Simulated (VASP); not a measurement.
# C (P6_3/mmc) in VASP: a series of runs, part 3 of 3

VASP 6.6.1.

**5. Relaxation of the atoms, PBEsol (strained cell)**

INCAR reads:

```
PREC = Accurate ; ENCUT = 520
EDIFF = 1E-7 ; ISMEAR = 0
SIGMA = 0.02 ; LREAL = False
LASPH = True ; NELM = 120
ALGO = Normal ; ISIF = 2
LWAVE = False ; LCHARG = False
GGA = PS ; IBRION = 2
NSW = 60 ; EDIFFG = -0.002
GGA_COMPAT = False ; NELMIN = 4
```

KPOINTS reads:

```
regular mesh
0
Gamma
  9 9 6
```

POSCAR reads:

```
C
1.0
    2.5237147988      0.0000000000      0.0000000000
   -1.2618573994      2.1856011277      0.0000000000
    0.0000000000      0.0000000000      4.1356252742
C
4
Direct
    0.3333333333      0.6666666667     -0.0002008248
    0.6666666667      0.3333333333      0.4997991752
    0.3333333333      0.6666666667      0.3742008248
    0.6666666667      0.3333333333      0.8742008248
```

Potentials or basis: VASP PAW PBE potentials, release 64 (C).

Started as:

```bash
$ cat potpaw_PBE.64/C/POTCAR > POTCAR
$ mpirun -np 1 vasp_std > vasp.out
```

OUTCAR:

```text
PREC = Accurate
   ENCUT = 520
   EDIFF = 1E-7
   ISMEAR = 0
   LREAL = False
   LASPH = True
   NELM = 120
   ISIF = 2
   GGA = PS
   IBRION = 2
   NSW = 60
   EDIFFG = -0.002
   NELMIN = 4

 ion  position               nearest neighbor table
   1  0.333  0.667  1.000-   4 1.55   4 1.55   4 1.55   3 1.55
   2  0.667  0.333  0.500-   3 1.55   3 1.55   3 1.55   4 1.55
   3  0.333  0.667  0.374-   2 1.55   2 1.55   2 1.55   1 1.55
   4  0.667  0.333  0.874-   1 1.55   1 1.55   1 1.55   2 1.55

  LATTYP: Found a hexagonal cell.
 ALAT       =     2.5237147988
 C/A-ratio  =     1.6387054814

  Lattice vectors:

 A1 = (   2.5237147988,   0.0000000000,   0.0000000000)
 A2 = (  -1.2618573994,   2.1856011277,   0.0000000000)
 A3 = (   0.0000000000,   0.0000000000,   4.1356252742)

Analysis of symmetry for initial positions (statically):
=====================================================================
 Subroutine PRICEL returns:
 Original cell was already a primitive cell.

 Routine SETGRP: Setting up the symmetry group for a
 hexagonal supercell.

 Subroutine GETGRP returns: Found 24 space group operations
 (whereof  6 operations were pure point group operations)
 out of a pool of 24 trial point group operations.

The static configuration has the point symmetry C_3v.
 The point group associated with its full space group is D_6h.

Analysis of symmetry for dynamics (positions and initial velocities):
[... 245 lines left out ...]
  ---------------------------------------------------
  ext. energy  EPLUGINS =         0.00000000
  ---------------------------------------------------
  free energy    TOTEN  =       -38.38522478 eV

  energy without entropy =      -38.38522478  energy(sigma->0) =      -38.38522478

 E-fermi :  10.0740     XC(G=0): -13.3979

 val. band max:        9.9336655991   @ k =   0.0000   0.0000   0.0000
 cond. band min:      13.0591526983   @ k =   0.3333   0.3333   0.0000
 fundamental gap:      3.1254870992
 Fermi energy:        10.0740194849

 k-point     1 :       0.0000    0.0000    0.0000
  band No.  band energies     occupation
      1     -11.8398      2.00000
      2      -6.0180      2.00000
      3      -3.8139      2.00000
      4       6.6847      2.00000
      5       6.6847      2.00000
      6       9.4496      2.00000
      7       9.9337      2.00000
      8       9.9337      2.00000
      9      14.6413      0.00000
     10      14.6413      0.00000
     11      15.6124      0.00000
     12      17.5710      0.00000
[... 331 lines left out ...]
 k-point    24 :       0.3333    0.3333    0.1667
  band No.  band energies     occupation
      1      -4.6209      2.00000
      2      -4.6209      2.00000
      3      -1.0854      2.00000
      4      -0.5342      2.00000
      5      -0.5342      2.00000
      6       2.5468      2.00000
      7       3.6291      2.00000
      8       3.6291      2.00000
      9      13.9261      0.00000
     10      20.4831      0.00000
     11      20.4831      0.00000
     12      22.0416      0.00000

 [... further k-points ...]

------------------------ aborting loop because EDIFF is reached ----------------------------------------

  FORCE on cell =-STRESS in cart. coord.  units (eV):
  Direction    XX          YY          ZZ          XY          YZ          ZX
  --------------------------------------------------------------------------------------
  -------------------------------------------------------------------------------------
  Total       -1.6461289     -1.6461289      1.2488483      0.0000000     -0.0000000     -0.0000000
  in kB     -115.6170961   -115.6170961     87.7137933      0.0000000     -0.0000000     -0.0000000
  external PRESSURE =     -47.8401329 kB  Pullay stress =       0.0000000 kB
[... 19 lines left out ...]
  FREE ENERGIE OF THE ION-ELECTRON SYSTEM (eV)
  ---------------------------------------------------
  free  energy   TOTEN  =       -38.3852247824 eV

  energy  without entropy=      -38.3852247824  energy(sigma->0) =      -38.38522478

 reached required accuracy - stopping structural energy minimisation
```

OSZICAR:

```text
N       E                     dE             d eps       ncg     rms          rms(c)
DAV:   1     0.323296651034E+02    0.32330E+02   -0.86335E+03  1152   0.129E+03
DAV:   2    -0.373125978230E+02   -0.69642E+02   -0.64752E+02  1628   0.225E+02
[... 18 lines left out ...]
       N       E                     dE             d eps       ncg     rms          rms(c)
DAV:   1    -0.383852108617E+02   -0.35534E-03   -0.23658E-02  1244   0.145E+00    0.263E-02
DAV:   2    -0.383852296354E+02   -0.18774E-04   -0.27193E-04  1448   0.145E-01    0.172E-02
DAV:   3    -0.383852246524E+02    0.49830E-05   -0.10039E-05  1400   0.334E-02    0.265E-03
DAV:   4    -0.383852247783E+02   -0.12590E-06   -0.12790E-06  1424   0.955E-03    0.132E-03
DAV:   5    -0.383852247824E+02   -0.41140E-08   -0.30145E-08   796   0.192E-03
   3 F= -.38385225E+02 E0= -.38385225E+02  d E =-.559629E-04
```

CONTCAR:

```text
C
   1.00000000000000
     2.5237147987999999    0.0000000000000000    0.0000000000000000
    -1.2618573994000000    2.1856011277000000    0.0000000000000000
     0.0000000000000000    0.0000000000000000    4.1356252741999997
  C
     4
Direct
     0.3333333332999970    0.6666666667000030    0.9996506121716805
     0.6666666667000030    0.3333333332999970    0.4996506121716804
     0.3333333332999970    0.6666666667000030    0.3743493878283219
     0.6666666667000030    0.3333333332999970    0.8743493878283218

  0.00000000E+00  0.00000000E+00  0.00000000E+00
  0.00000000E+00  0.00000000E+00  0.00000000E+00
  0.00000000E+00  0.00000000E+00  0.00000000E+00
  0.00000000E+00  0.00000000E+00  0.00000000E+00
```

It took 12 s on 1 thread of Intel Xeon 8259CL, shared host; peak memory 0.13 GiB.

Results:

| Quantity | Value |
| --- | --- |
| Free energy | -38.3852 eV |
| Energy gained by relaxing | 0.0 meV/atom |
| Ionic steps | 3 |
| Pressure after relaxing | -4.8 GPa |
| Band gap on the k mesh | 3.13 eV (least direct gap 4.71 eV) |

Final structure:
```cif
data_structure
_symmetry_space_group_name_H-M 'P 1'
_symmetry_Int_Tables_number 1
_cell_length_a 2.5237
_cell_length_b 2.5237
_cell_length_c 4.1356
_cell_angle_alpha 90.000
_cell_angle_beta 90.000
_cell_angle_gamma 120.000
_cell_volume 22.81
loop_
_atom_site_label
_atom_site_type_symbol
_atom_site_fract_x
_atom_site_fract_y
_atom_site_fract_z
_atom_site_occupancy
C1 C 0.33333 0.66667 0.99965 1
C2 C 0.66667 0.33333 0.49965 1
C3 C 0.33333 0.66667 0.37435 1
C4 C 0.66667 0.33333 0.87435 1
```

Caveat: the cell differs from its parent crystal (strained cell); the PAW data sets were made with another functional, which shifts forces and pressure a little. A k mesh can miss the band edges.

**6. Relaxation of the atoms, PBEsol (strained cell)**

INCAR reads:

```
SYSTEM = C
PREC = Accurate
ENCUT = 520
EDIFF = 1E-7
ISMEAR = 0
SIGMA = 0.02
LREAL = .False.
LASPH = .True.
NELM = 120
ALGO = Normal
ISIF = 2
LWAVE = .False.
LCHARG = .False.
GGA = PS
IBRION = 2
NSW = 60
EDIFFG = -0.002
GGA_COMPAT = .False.
NELMIN = 4
```

KPOINTS reads:

```
regular mesh
0
Gamma
  9 9 6
  0 0 0
```

POSCAR reads:

```
C
1.0
    2.5237147988      0.0000000000      0.0000000000
   -1.2618573994      2.1856011277      0.0000000000
    0.0000000000      0.0000000000      4.1618595741
C
4
Direct
    0.3333333333      0.6666666667     -0.0004581971
    0.6666666667      0.3333333333      0.4995418029
    0.3333333333      0.6666666667      0.3744581971
    0.6666666667      0.3333333333      0.8744581971
```

Potentials or basis: VASP PAW PBE potentials, release 64 (C).

Started as:

```bash
$ cat potpaw_PBE.64/C/POTCAR > POTCAR
$ mpirun -np 1 vasp_std > vasp.out
```

Wall time 17 s (1 thread of Intel Xeon 8259CL, shared host); peak memory 0.13 GiB.

It converged, with:

```yaml
Free_energy: -38.3895 eV
Energy_gained_by_relaxing: 0.0 meV/atom
Ionic_steps: 3
Pressure_after_relaxing: -7.6 GPa
Band_gap_on_the_k_mesh: 3.14 eV (least direct gap 4.78 eV)
```

Stress tensor (GPa, compression positive):
```
-11.59   0.00   0.00
  0.00 -11.59   0.00
  0.00   0.00   0.31
```

Final structure:
```xyz
4
Lattice="2.5237 0.0000 0.0000 -1.2619 2.1856 0.0000 0.0000 0.0000 4.1619" Properties=species:S:1:pos:R:3 pbc="T T T"
C     0.0000    1.4571    4.1606
C     1.2619    0.7285    2.0796
C     0.0000    1.4571    1.5578
C     1.2619    0.7285    3.6388
```

Levels at points of the mesh, in eV from the valence-band top:
| k point | band 4 | band 5 | band 6 | band 7 | band 8 | band 9 | band 10 | band 11 | band 12 |
| --- | --- | --- | --- | --- | --- | --- | --- | --- | --- |
| (0.00, 0.00, 0.00) | -3.16 | -3.16 | -0.48 | 0.00 | 0.00 | 4.78 | 4.78 | 5.50 | 7.73 |
| (0.00, 0.00, 0.50) | -6.92 | -1.90 | -1.90 | -1.90 | -1.90 | 7.09 | 7.09 | 7.09 | 7.09 |

Caveat: the cell differs from its parent crystal (strained cell); the PAW data sets were made with another functional, which shifts forces and pressure a little.

**7. Summary**

| task | cell | cutoff (eV) | gap on the mesh (eV) | pressure (GPa) |
| --- | --- | --- | --- | --- |
| single point | a = 2.524, b = 2.524, c = 4.162 Å, angles 90.0, 90.0, 120.0°, 4 atoms, atomic positions A | 600 | 3.14 | -8.2 |
| single point | a = 2.524, b = 2.524, c = 4.159 Å, angles 90.0, 90.0, 120.0°, 4 atoms, atomic positions A | 600 | 3.14 | -8.0 |
| single point | a = 2.524, b = 2.524, c = 4.160 Å, angles 90.0, 90.0, 120.0°, 4 atoms, atomic positions A | 600 | 3.14 | -8.0 |
| relaxation of the atoms | atoms relaxed from a = 2.524, b = 2.524, c = 4.136 Å, angles 90.0, 90.0, 120.0°, 4 atoms, atomic positions B | 520 | 3.13 | -4.8 |
| relaxation of the atoms | atoms relaxed from a = 2.524, b = 2.524, c = 4.162 Å, angles 90.0, 90.0, 120.0°, 4 atoms, atomic positions C | 520 | 3.14 | -7.6 |

Alike in all rows: level PBEsol; potentials or basis VASP PAW PBE potentials, release 64 (C); no spin polarisation; k mesh 9 × 9 × 6; smearing gaussian 0.02 eV.

Caveats: the PAW data sets were made with another functional, which shifts forces and pressure a little; the stress differs along the axes, from -12 to 0 GPa (at least some runs); the stress differs along the axes, from -12 to -0 GPa (at least some runs).

Total energies depend on the potentials used, so only differences within one code and one set of settings carry meaning.
